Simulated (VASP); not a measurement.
# GaAs (F-43m) in VASP: single point with PBE

Aim: the single point of GaAs with PBE.

Everything below comes from runs of VASP 6.6.1. Logs are shortened: lines on timing, memory, paths and dates and some standing lists are left out, and cuts for length are marked.

## 1. The cell of the first run

It takes space group F-43m (No. 216, cubic). The conventional cell has a = 5.654 Å, b = 5.654 Å, c = 5.654 Å, α = 90.00°, β = 90.00°, γ = 90.00°. Within 3.2 Å of Ga (site symmetry -43m) lie 4 As at 2.45 Å. Within 3.2 Å of As (site symmetry -43m) lie 4 Ga at 2.45 Å.

## 2. Single point, PBE

INCAR

```
SYSTEM = GaAs
PREC     = Accurate       ! precision mode
ENCUT    = 520            ! plane-wave cutoff, eV
EDIFF    = 1E-7           ! SCF threshold, eV
ISMEAR   = 0              ! smearing method
SIGMA    = 0.05           ! smearing width, eV
LREAL    = .False.        ! projectors in reciprocal space
LASPH    = .True.         ! aspherical terms in the spheres
NELM     = 80             ! most SCF steps
ALGO     = Normal         ! electronic algorithm
ISIF     = 2              ! what is computed and relaxed
LWAVE    = .False.        ! write WAVECAR
LCHARG   = .True.         ! write CHGCAR
GGA      = PE             ! functional
LELF     = .True.         ! ELF
LVHAR    = .True.       
NBANDS   = 16             ! bands
```

KPOINTS

```
regular mesh
0
Gamma
  14 14 14
  0 0 0
```

POSCAR

```
GaAs
1.0
    0.0000000000      2.8268500000      2.8268500000
    2.8268500000      0.0000000000      2.8268500000
    2.8268500000      2.8268500000      0.0000000000
Ga As
1 1
Direct
    0.0000000000      0.0000000000      0.0000000000
    0.2500000000      0.2500000000      0.2500000000
```

Potentials or basis: VASP PAW PBE potentials, release 64 (Ga_d, As).

On the command line:

```bash
$ cat potpaw_PBE.64/Ga_d/POTCAR potpaw_PBE.64/As/POTCAR > POTCAR
$ mpirun -np 1 vasp_std > vasp.out
```

OUTCAR:

```text
SYSTEM = GaAs
   PREC = Accurate
   ENCUT = 520
   EDIFF = 1E-7
   ISMEAR = 0
   LREAL = .False.
   LASPH = .True.
   NELM = 80
   ISIF = 2
   GGA = PE

 ion  position               nearest neighbor table
   1  0.000  0.000  0.000-   2 2.45   2 2.45   2 2.45   2 2.45
   2  0.250  0.250  0.250-   1 2.45   1 2.45   1 2.45   1 2.45

  LATTYP: Found a face centered cubic cell.
 ALAT       =     5.6537000000

  Lattice vectors:

 A1 = (   0.0000000000,   2.8268500000,   2.8268500000)
 A2 = (   2.8268500000,   0.0000000000,   2.8268500000)
 A3 = (   2.8268500000,   2.8268500000,   0.0000000000)

Analysis of symmetry for initial positions (statically):
=====================================================================
 Subroutine PRICEL returns:
 Original cell was already a primitive cell.

 Routine SETGRP: Setting up the symmetry group for a
 face centered cubic supercell.

 Subroutine GETGRP returns: Found 24 space group operations
 (whereof 24 operations were pure point group operations)
 out of a pool of 48 trial point group operations.

The static configuration has the point symmetry T_d .

Analysis of symmetry for dynamics (positions and initial velocities):
=====================================================================
 Subroutine PRICEL returns:
 Original cell was already a primitive cell.

 Routine SETGRP: Setting up the symmetry group for a
 face centered cubic supercell.

 Subroutine GETGRP returns: Found 24 space group operations
 (whereof 24 operations were pure point group operations)
 out of a pool of 48 trial point group operations.

The dynamic configuration has the point symmetry T_d .

 Subroutine INISYM returns: Found 24 space group operations
 (whereof 24 operations are pure point group operations),
 and found     1 'primitive' translations

----------------------------------------------------------------------------------------

                                     Primitive cell

  volume of cell :      45.1792

  direct lattice vectors                    reciprocal lattice vectors
     0.000000000  2.826850000  2.826850000    -0.176875321  0.176875321  0.176875321
     2.826850000  0.000000000  2.826850000     0.176875321 -0.176875321  0.176875321
     2.826850000  2.826850000  0.000000000     0.176875321  0.176875321 -0.176875321

  length of vectors
     3.997769609  3.997769609  3.997769609     0.306357042  0.306357042  0.306357042

[... 73 lines left out ...]
   ICHARG =      2    charge: 1-file 2-atom 10-const
   ISPIN  =      1    spin polarized calculation?
   LNONCOLLINEAR =      F non collinear calculations
   LSORBIT =      F    spin-orbit coupling
   LASPH  =      T    aspherical Exc in radial PAW
   ENCUT  =  520.0 eV  38.22 Ry    6.18 a.u.   7.43  7.43  7.43*2*pi/ulx,y,z
   NELM   =     80;   NELMIN=  2; NELMDL= -5     # of ELM steps
   EDIFF  = 0.1E-06   stopping-criterion for ELM
   LREAL  =      F    real-space projection
   EDIFFG = 0.1E-05   stopping-criterion for IOM
   NSW    =      0    number of steps for IOM
   IBRION =     -1    ionic relax: 0-MD 1-quasi-New 2-CG
   NFREE  =      0    steps in history (QN), initial steepest desc. (CG)
   ISIF   =      2    stress and relaxation
   ISYM   =      2    0-nonsym 1-usesym 2-fastsym
   POTIM  = 0.5000    time-step for ionic-motion
   TEBEG  =    0.0;   TEEND  =   0.0 temperature during run
   PSTRESS=    0.0 pullay stress
   NELECT =      18.0000    total number of electrons
   NUPDOWN=      -1.0000    fix difference up-down
   EMIN   =  10.00;   EMAX   =-10.00  energy-range for DOS
   EFERMI =   0.00;   METHOD = LEGACY
   ISMEAR =     0;   SIGMA  =   0.05  broadening in eV -4-tet -1-fermi 0-gaus
   EFERMI_NEDOS =   21; number of points for ismear=-14 and -15
   IALGO  =     38    algorithm
   IMIX   =      4    mixing-type and parameters
     AMIX     =   0.40;   BMIX     =  1.00
     AMIX_MAG =   1.60;   BMIX_MAG =  1.00
  volume/ion in A,a.u.               =      22.59       152.44
  Fermi-wavevector in a.u.,A,eV,Ry     =   1.204628  2.276417 19.743799  1.451128
  Thomas-Fermi vector in A             =   2.340347
   LORBIT       =      0    0 simple, 1 ext, 2 COOP (PROOUT), +10 PAW based schemes
   GGA     = PE    functional components
   LHFCALC =     F    Hartree Fock is set to
   AEXX    =    0.0000 exact exchange contribution
   IVDW    =     0    specifies the selected vdW correction
   LEPSILON=     F    determine dielectric tensor
   LRPA    =     F    only Hartree local field effects (RPA)
 non-spin polarized calculation
 Gauss-broadening in eV      SIGMA  =   0.05
  energy-cutoff  :      520.00
  volume of cell :       45.18
 maximum number of plane-waves:      1243
 NGX is ok and might be reduce to    30
   NGX = 15   NGY = 15   NGZ = 15

 number of electron      17.9999995 magnetization

 Free energy of the ion-electron system (eV)
  ---------------------------------------------------
  ext. energy  EPLUGINS =         0.00000000
  ---------------------------------------------------
  free energy    TOTEN  =        -8.25202517 eV

  energy without entropy =       -8.25202517  energy(sigma->0) =       -8.25202517

 E-fermi :   4.2020     XC(G=0):  -9.5884

 val. band max:        3.9305392387   @ k =   0.0000   0.0000   0.0000
 cond. band min:       4.4514490971   @ k =   0.0000   0.0000   0.0000
 fundamental gap:      0.5209098584
 Fermi energy:         4.2019877694

 k-point     1 :       0.0000    0.0000    0.0000
  band No.  band energies     occupation
      1     -10.8746      2.00000
      2     -10.8746      2.00000
      3     -10.8746      2.00000
      4     -10.7954      2.00000
      5     -10.7954      2.00000
      6      -8.7949      2.00000
[... 433 lines left out ...]
      3     -10.8563      2.00000
      4     -10.8019      2.00000
      5     -10.7909      2.00000
      6      -7.9656      2.00000
[... 8 lines left out ...]
     15      14.3420      0.00000
     16      14.3786      0.00000

 [... further k-points ...]
[... 5 lines left out ...]
  --------------------------------------------------------------------------------------
  -------------------------------------------------------------------------------------
  Total        0.9845103      0.9845103      0.9845103     -0.0000000     -0.0000000     -0.0000000
  in kB       34.9134343     34.9134343     34.9134343     -0.0000000     -0.0000000     -0.0000000
  external PRESSURE =      34.9134343 kB  Pullay stress =       0.0000000 kB

 VOLUME and BASIS-vectors are now :
 -----------------------------------------------------------------------------
  energy-cutoff  :      520.00
  volume of cell :       45.18
      direct lattice vectors                 reciprocal lattice vectors
     0.000000000  2.826850000  2.826850000    -0.176875321  0.176875321  0.176875321
     2.826850000  0.000000000  2.826850000     0.176875321 -0.176875321  0.176875321
     2.826850000  2.826850000  0.000000000     0.176875321  0.176875321 -0.176875321

 POSITION                                       TOTAL-FORCE (eV/Angst)
 -----------------------------------------------------------------------------------
      0.00000      0.00000      0.00000        -0.000000     -0.000000      0.000000
      1.41342      1.41342      1.41342         0.000000      0.000000     -0.000000
 -----------------------------------------------------------------------------------
    total drift:                                0.000002      0.000002      0.000002

  FREE ENERGIE OF THE ION-ELECTRON SYSTEM (eV)
  ---------------------------------------------------
  free  energy   TOTEN  =        -8.2520251742 eV

  energy  without entropy=       -8.2520251742  energy(sigma->0) =       -8.25202517
```

Wall time 47 s (1 thread of Intel Xeon 6975P-C, shared host); peak memory 0.22 GiB.

What came out:

| Quantity | Value |
| --- | --- |
| Free energy | -8.2520 eV |
| Pressure | 3.5 GPa |
| Band gap on the k mesh | 0.52 eV, direct |

A k mesh can miss the band edges. A hybrid or GW would open this gap; PBE tends to underestimate it.
